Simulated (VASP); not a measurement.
# Ag in VASP: further runs

Ag is run at these levels: PBEsol; tasks: single point.

Program: VASP 6.6.1. These are calculated values, not measurements. Logs are shortened: lines on timing, memory, paths and dates and some standing lists are left out, and cuts for length are marked.

### 1 The cell of the first run

It takes space group Fd-3m (No. 227, cubic). Conventional cell: a = 5.628 Å, b = 5.628 Å, c = 5.628 Å, α = 90.00°, β = 90.00°, γ = 90.00°. Within 3.2 Å of Ag (site symmetry -43m) lie 4 Ag at 2.44 Å.

### 2 Single point, PBEsol

The input, INCAR:

```
PREC = Accurate
ENCUT = 520
EDIFF = 1E-6
ISMEAR = -1
SIGMA = 0.05
LREAL = False
LASPH = True
NELM = 100
ALGO = Normal
ISIF = 2
LWAVE = False
LCHARG = False
GGA = PS
NBANDS = 18
```

The input, KPOINTS:

```
regular mesh
0
Gamma
  9 9 9
```

The input, POSCAR:

```
Ag
1.0
    0.0000000000      2.8140871700      2.8140871700
    2.8140871700      0.0000000000      2.8140871700
    2.8140871700      2.8140871700      0.0000000000
Ag
2
Direct
   -0.1250000000     -0.1250000000     -0.1250000000
    0.1250000000      0.1250000000      0.1250000000
```

Potentials or basis: VASP PAW PBE potentials, release 64 (Ag).

Command:

```console
$ cat potpaw_PBE.64/Ag/POTCAR > POTCAR
$ mpirun -np 1 vasp_std > vasp.out
```

OUTCAR:

```text
PREC = Accurate
   ENCUT = 520
   EDIFF = 1E-6
   ISMEAR = -1
   LREAL = False
   LASPH = True
   NELM = 100
   ISIF = 2
   GGA = PS

 ion  position               nearest neighbor table
   1  0.875  0.875  0.875-   2 2.44   2 2.44   2 2.44   2 2.44
   2  0.125  0.125  0.125-   1 2.44   1 2.44   1 2.44   1 2.44

  LATTYP: Found a face centered cubic cell.
 ALAT       =     5.6281743400

  Lattice vectors:

 A1 = (   0.0000000000,   2.8140871700,   2.8140871700)
 A2 = (   2.8140871700,   0.0000000000,   2.8140871700)
 A3 = (   2.8140871700,   2.8140871700,   0.0000000000)

Analysis of symmetry for initial positions (statically):
=====================================================================
 Subroutine PRICEL returns:
 Original cell was already a primitive cell.

 Routine SETGRP: Setting up the symmetry group for a
 face centered cubic supercell.

 Subroutine GETGRP returns: Found 48 space group operations
 (whereof 12 operations were pure point group operations)
 out of a pool of 48 trial point group operations.

The static configuration has the point symmetry D_3d.
 The point group associated with its full space group is O_h .

Analysis of symmetry for dynamics (positions and initial velocities):
=====================================================================
 Subroutine PRICEL returns:
 Original cell was already a primitive cell.

 Routine SETGRP: Setting up the symmetry group for a
 face centered cubic supercell.

 Subroutine GETGRP returns: Found 48 space group operations
 (whereof 12 operations were pure point group operations)
 out of a pool of 48 trial point group operations.

The dynamic configuration has the point symmetry D_3d.
 The point group associated with its full space group is O_h .

 Subroutine INISYM returns: Found 48 space group operations
 (whereof 12 operations are pure point group operations),
 and found     1 'primitive' translations

----------------------------------------------------------------------------------------

                                     Primitive cell

  volume of cell :      44.5700

  direct lattice vectors                    reciprocal lattice vectors
     0.000000000  2.814087170  2.814087170    -0.177677510  0.177677510  0.177677510
     2.814087170  0.000000000  2.814087170     0.177677510 -0.177677510  0.177677510
     2.814087170  2.814087170  0.000000000     0.177677510  0.177677510 -0.177677510

  length of vectors
     3.979720242  3.979720242  3.979720242     0.307746474  0.307746474  0.307746474

  position of ions in fractional coordinates (direct lattice)
     0.875000000  0.875000000  0.875000000
     0.125000000  0.125000000  0.125000000

  ion indices of the primitive-cell ions
   primitive index   ion index
                 1           1
                 2           2

----------------------------------------------------------------------------------------

 KPOINTS: regular mesh

Automatic generation of k-mesh.
 Grid dimensions read from file:
 generate k-points for:    9    9    9

 Generating k-lattice:

  Cartesian coordinates                     Fractional coordinates (reciprocal lattice)
    -0.019741946  0.019741946  0.019741946     0.111111111  0.000000000  0.000000000
     0.019741946 -0.019741946  0.019741946     0.000000000  0.111111111  0.000000000
     0.019741946  0.019741946 -0.019741946     0.000000000  0.000000000  0.111111111

  Length of vectors
     0.034194053  0.034194053  0.034194053

  Shift w.r.t. Gamma in fractional coordinates (k-lattice)
     0.000000000  0.000000000  0.000000000

 Subroutine IBZKPT returns following result:
 ===========================================

 Found     35 irreducible k-points:

 Following reciprocal coordinates:
            Coordinates               Weight
  0.000000  0.000000  0.000000      1.000000
  0.111111  0.000000  0.000000      8.000000
  0.222222  0.000000  0.000000      8.000000
  0.333333  0.000000  0.000000      8.000000
  0.444444  0.000000  0.000000      8.000000
  0.111111  0.111111  0.000000      6.000000
[... 16 lines left out ...]
 -0.333333  0.333333  0.000000     12.000000
  0.444444  0.444444  0.000000      6.000000
 [... further k-points ...]
   k-points           NKPTS =     35   k-points in BZ     NKDIM =     35   number of bands    NBANDS=     18
   number of dos      NEDOS =    301   number of ions     NIONS =      2
   total plane-waves  NPLWV =  27000
   dimension x,y,z NGX =    30 NGY =   30 NGZ =   30
   dimension x,y,z NGXF=    60 NGYF=   60 NGZF=   60
   ions per type =               2
   NGX,Y,Z   is equivalent  to a cutoff of  12.53, 12.53, 12.53 a.u.
   NGXF,Y,Z  is equivalent  to a cutoff of  25.06, 25.06, 25.06 a.u.
 SYSTEM =  unknown system
   PREC   = accura    normal or accurate (medium, high low for compatibility)
   ISTART =      0    job   : 0-new  1-cont  2-samecut
   ICHARG =      2    charge: 1-file 2-atom 10-const
   ISPIN  =      1    spin polarized calculation?
   LNONCOLLINEAR =      F non collinear calculations
   LSORBIT =      F    spin-orbit coupling
   LASPH  =      T    aspherical Exc in radial PAW
   ENCUT  =  520.0 eV  38.22 Ry    6.18 a.u.   7.40  7.40  7.40*2*pi/ulx,y,z
   NELM   =    100;   NELMIN=  2; NELMDL= -5     # of ELM steps
   EDIFF  = 0.1E-05   stopping-criterion for ELM
   LREAL  =      F    real-space projection
   EDIFFG = 0.1E-04   stopping-criterion for IOM
   NSW    =      0    number of steps for IOM
   IBRION =     -1    ionic relax: 0-MD 1-quasi-New 2-CG
   NFREE  =      0    steps in history (QN), initial steepest desc. (CG)
   ISIF   =      2    stress and relaxation
   ISYM   =      2    0-nonsym 1-usesym 2-fastsym
   POTIM  = 0.5000    time-step for ionic-motion
   TEBEG  =    0.0;   TEEND  =   0.0 temperature during run
   PSTRESS=    0.0 pullay stress
   NELECT =      22.0000    total number of electrons
   NUPDOWN=      -1.0000    fix difference up-down
   EMIN   =  10.00;   EMAX   =-10.00  energy-range for DOS
   EFERMI =   0.00;   METHOD = LEGACY
   ISMEAR =    -1;   SIGMA  =   0.05  broadening in eV -4-tet -1-fermi 0-gaus
   EFERMI_NEDOS =   21; number of points for ismear=-14 and -15
   IALGO  =     38    algorithm
   IMIX   =      4    mixing-type and parameters
     AMIX     =   0.40;   BMIX     =  1.00
     AMIX_MAG =   1.60;   BMIX_MAG =  1.00
  volume/ion in A,a.u.               =      22.29       150.39
  Fermi-wavevector in a.u.,A,eV,Ry     =   1.293803  2.444933 22.775151  1.673926
  Thomas-Fermi vector in A             =   2.425426
   LORBIT       =      0    0 simple, 1 ext, 2 COOP (PROOUT), +10 PAW based schemes
   GGA     = PS    functional components
   LHFCALC =     F    Hartree Fock is set to
   AEXX    =    0.0000 exact exchange contribution
   IVDW    =     0    specifies the selected vdW correction
   LEPSILON=     F    determine dielectric tensor
   LRPA    =     F    only Hartree local field effects (RPA)
 non-spin polarized calculation
  energy-cutoff  :      520.00
  volume of cell :       44.57
 maximum number of plane-waves:      1243
 NGX is ok and might be reduce to    30
   NGX = 15   NGY = 15   NGZ = 15

 number of electron      22.0000008 magnetization

 Free energy of the ion-electron system (eV)
  ---------------------------------------------------
  ext. energy  EPLUGINS =         0.00000000
  ---------------------------------------------------
  free energy    TOTEN  =        -4.25373676 eV

  energy without entropy =       -4.25016881  energy(sigma->0) =       -4.25195279

 E-fermi :   5.0608     XC(G=0): -10.5884

 val. band max:        5.0491489405   @ k =  -0.3333   0.4444   0.2222
 cond. band min:       5.1921235656   @ k =   0.4444   0.0000   0.0000
 fundamental gap:      0.1429746251
 Fermi energy:         5.0608229428

 k-point     1 :       0.0000    0.0000    0.0000
  band No.  band energies     occupation
      1      -1.0427      2.00000
      2      -0.4791      2.00000
      3      -0.4791      2.00000
      4      -0.4027      2.00000
      5      -0.4027      2.00000
      6      -0.4027      2.00000
[... 10 lines left out ...]
     17      16.2067      0.00000
     18      16.6393      0.00000

 k-point     2 :       0.1111    0.0000    0.0000
  band No.  band energies     occupation
      1      -0.8661      2.00000
      2      -0.6033      2.00000
      3      -0.6033      2.00000
      4      -0.3941      2.00000
      5      -0.2352      2.00000
      6      -0.2352      2.00000
[... 10 lines left out ...]
     17      17.2780      0.00000
     18      17.2780      0.00000

 k-point     3 :       0.2222    0.0000    0.0000
  band No.  band energies     occupation
      1      -0.6692      2.00000
      2      -0.6692      2.00000
      3      -0.5372      2.00000
      4      -0.2358      2.00000
      5      -0.0874      2.00000
      6      -0.0874      2.00000
[... 10 lines left out ...]
     17      17.4924      0.00000
     18      17.4924      0.00000

 k-point     4 :       0.3333    0.0000    0.0000
  band No.  band energies     occupation
      1      -0.6376      2.00000
      2      -0.6376      2.00000
      3      -0.4605      2.00000
      4      -0.0847      2.00000
      5      -0.0847      2.00000
      6       0.1189      2.00000
[... 10 lines left out ...]
     17      16.9888      0.00000
     18      17.2158      0.00000

 k-point     5 :       0.4444    0.0000    0.0000
  band No.  band energies     occupation
      1      -0.5484      2.00000
      2      -0.5484      2.00000
      3      -0.4238      2.00000
      4      -0.1845      2.00000
      5      -0.1845      2.00000
      6       0.1716      2.00000
[... 10 lines left out ...]
     17      16.6995      0.00000
     18      17.0854      0.00000

 k-point     6 :       0.1111    0.1111    0.0000
  band No.  band energies     occupation
      1      -0.7998      2.00000
      2      -0.7267      2.00000
      3      -0.4121      2.00000
      4      -0.4121      2.00000
      5      -0.3925      2.00000
      6      -0.0918      2.00000
[... 10 lines left out ...]
     17      18.4433      0.00000
     18      18.5553      0.00000

 k-point     7 :       0.2222    0.1111    0.0000
  band No.  band energies     occupation
      1      -0.8148      2.00000
      2      -0.5170      2.00000
      3      -0.4944      2.00000
      4      -0.3124      2.00000
      5      -0.2194      2.00000
      6       0.0883      2.00000
[... 10 lines left out ...]
     17      18.1698      0.00000
     18      19.0074      0.00000

 k-point     8 :       0.3333    0.1111    0.0000
  band No.  band energies     occupation
      1      -0.8233      2.00000
      2      -0.5069      2.00000
      3      -0.4854      2.00000
      4      -0.1441      2.00000
      5       0.1139      2.00000
      6       0.1666      2.00000
[... 10 lines left out ...]
     17      18.0465      0.00000
     18      18.4176      0.00000
[... 229 lines left out ...]
     17      18.2456      0.00000
     18      18.6019      0.00000

 k-point    20 :       0.3333    0.3333    0.0000
  band No.  band energies     occupation
      1      -0.9601      2.00000
      2      -0.4851      2.00000
      3      -0.4851      2.00000
      4       0.0167      2.00000
      5       0.2483      2.00000
      6       0.6712      2.00000
[... 10 lines left out ...]
     17      21.8223      0.00000
     18      21.8223      0.00000

 k-point    21 :       0.4444    0.3333    0.0000
  band No.  band energies     occupation
      1      -0.9329      2.00000
      2      -0.5595      2.00000
      3      -0.5183      2.00000
      4      -0.0860      2.00000
      5       0.4501      2.00000
      6       0.7814      2.00000
[... 10 lines left out ...]
     17      21.8507      0.00000
     18      21.9087      0.00000

 k-point    22 :      -0.4444    0.3333    0.0000
  band No.  band energies     occupation
      1      -0.9701      2.00000
      2      -0.5875      2.00000
      3      -0.5509      2.00000
      4       0.0722      2.00000
      5       0.6244      2.00000
      6       0.6416      2.00000
[... 10 lines left out ...]
     17      21.1540      0.00000
     18      21.2319      0.00000

 k-point    23 :      -0.3333    0.3333    0.0000
  band No.  band energies     occupation
      1      -0.9791      2.00000
      2      -0.6785      2.00000
      3      -0.4254      2.00000
      4       0.2692      2.00000
      5       0.3312      2.00000
      6       0.6773      2.00000
[... 10 lines left out ...]
     17      20.4488      0.00000
     18      20.5695      0.00000

 k-point    24 :       0.4444    0.4444    0.0000
  band No.  band energies     occupation
      1      -0.8264      2.00000
      2      -0.5166      2.00000
      3      -0.5166      2.00000
      4      -0.4909      2.00000
      5       0.7345      2.00000
      6       0.9937      2.00000
[... 10 lines left out ...]
     17      24.0721      0.00000
     18      24.0721      0.00000

 [... further k-points ...]
[... 5 lines left out ...]
  --------------------------------------------------------------------------------------
  -------------------------------------------------------------------------------------
  Total        4.3134353      4.3134353      4.3134353      0.0000000      0.0000000     -0.0000000
  in kB      155.0569505    155.0569505    155.0569505      0.0000000      0.0000000     -0.0000000
  external PRESSURE =     155.0569505 kB  Pullay stress =       0.0000000 kB

 VOLUME and BASIS-vectors are now :
 -----------------------------------------------------------------------------
  energy-cutoff  :      520.00
  volume of cell :       44.57
      direct lattice vectors                 reciprocal lattice vectors
     0.000000000  2.814087170  2.814087170    -0.177677510  0.177677510  0.177677510
     2.814087170  0.000000000  2.814087170     0.177677510 -0.177677510  0.177677510
     2.814087170  2.814087170  0.000000000     0.177677510  0.177677510 -0.177677510

 POSITION                                       TOTAL-FORCE (eV/Angst)
 -----------------------------------------------------------------------------------
      4.92465      4.92465      4.92465        -0.000000     -0.000000     -0.000000
      0.70352      0.70352      0.70352         0.000000      0.000000      0.000000
 -----------------------------------------------------------------------------------
    total drift:                               -0.000000      0.000000      0.000000

  FREE ENERGIE OF THE ION-ELECTRON SYSTEM (eV)
  ---------------------------------------------------
  free  energy   TOTEN  =        -4.2537367617 eV

  energy  without entropy=       -4.2501688098  energy(sigma->0) =       -4.25195279
```

Wall time 20 s (1 thread of Intel Xeon Platinum 8259CL at 2.50GHz (Skylake/Cascade Lake), shared host); peak memory 0.17 GiB.

What came out:

```yaml
Free_energy: -4.2537 eV
Pressure: 15.5 GPa
Band_gap_on_the_k_mesh: zero (band 11 reaches 5.58 eV, above the bottom of band 12 at 4.69 eV)
```

Caveat: the PAW data sets were made with another functional, which shifts forces and pressure a little.

(Continued in part 2 of 2.)
